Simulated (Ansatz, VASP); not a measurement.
# Cd3SeS2: VASP beside Ansatz

```
Cd Se S
1.0
     4.29012    0.00000    0.00000
    -2.14506    3.71535    0.00000
     0.00000    0.00000   20.69663
Cd Se S
6 2 4
Direct
  0.66667 0.33333 0.49478
  0.66667 0.33333 0.17110
  0.33333 0.66667 0.33294
  0.33333 0.66667 0.99478
  0.66667 0.33333 0.83294
  0.33333 0.66667 0.67110
  0.66667 0.33333 0.62443
  0.33333 0.66667 0.12443
  0.66667 0.33333 0.29486
  0.33333 0.66667 0.45688
  0.66667 0.33333 0.95688
  0.33333 0.66667 0.79486
```

Alike in both runs: task relaxation of cell and atoms; functional PBE; k mesh 6 × 6 × 2; occupations gaussian, width 0.02 eV; no spin polarisation.

|  | VASP | Ansatz |
| --- | --- | --- |
| version | VASP 6.6.1 | Ansatz 0.2.0 |
| potentials or method | VASP PAW PBE potentials, release 64 (Cd, Se, S), cutoff 600 eV | scalar-relativistic, plane waves, PAW |
| valence electrons in the cell | 108 | 176 |

Ansatz gave:

- gap on the k mesh at the Fermi level, each at its own relaxed structure (eV): 0.73
- relaxed volume (Å³/atom): 27.24
- relaxed length of the cell vector where the two differ most in proportion (Å): 4.257

Which values does VASP return?

gap on the k mesh at the Fermi level, each at its own relaxed structure (eV): 0.72; relaxed volume (Å³/atom): 27.36; relaxed length of the cell vector where the two differ most in proportion (Å): 4.264.

VASP's potentials hold 108 valence electrons a cell and Ansatz's 176, so a difference there can come from the potentials and not from the codes.
